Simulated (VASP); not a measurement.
The system is SiNi3.

```
CELL_PARAMETERS angstrom
3.54200 0.00000 0.00000
0.00000 3.54200 0.00000
0.00000 0.00000 3.54200
ATOMIC_POSITIONS crystal
Ni 0.50000 0.50000 0.00000
Ni 0.50000 0.00000 0.50000
Ni 0.00000 0.50000 0.50000
Si 0.00000 0.00000 0.00000
```

- Program: VASP 6.6.1
- Task: relaxation of cell and atoms
- Functional: PBEsol
- Potentials or basis: VASP PAW PBE potentials, release 64 (Ni, Si)
- Cutoff: 600 eV
- k mesh: 8 × 8 × 8
- Occupations: fermi-dirac, width 0.05 eV
- Spin: collinear spin, ferromagnetic start
- Starting moments: [1.0, 1.0, 1.0, 0.0] μB

At the start: pressure -14.0 GPa; volume 11.11 Å³/atom.

Task: Where does the relaxation end?

Result: Over 4 steps the energy falls by 34.6 meV/atom and the volume is 10.35 Å³/atom (-6.8 %); space group Pm-3m (No. 221, to 0.1 Å) before and after; moment 0.00 μB per cell.

Step by step:
| step | energy change (eV) | largest force (eV/Å) | pressure (GPa) | volume (Å³) |
| --- | --- | --- | --- | --- |
| 1 | 0.0000 | 0.0000 | -14.04 | 44.44 |
| 2 | 0.0482 | 0.0000 | 21.34 | 38.46 |
| 3 | -0.1385 | 0.0000 | -0.67 | 41.52 |
| 4 | -0.1385 | 0.0000 | 0.12 | 41.41 |

Final structure:
```
CELL_PARAMETERS angstrom
3.45978 0.00000 0.00000
0.00000 3.45978 0.00000
0.00000 0.00000 3.45978
ATOMIC_POSITIONS crystal
Ni 0.50000 0.50000 0.00000
Ni 0.50000 0.00000 0.50000
Ni 0.00000 0.50000 0.50000
Si 0.00000 0.00000 0.00000
```

Caveat: the moments typed at the start vanished in this run; the PAW data sets were made with another functional, which shifts forces and pressure a little.
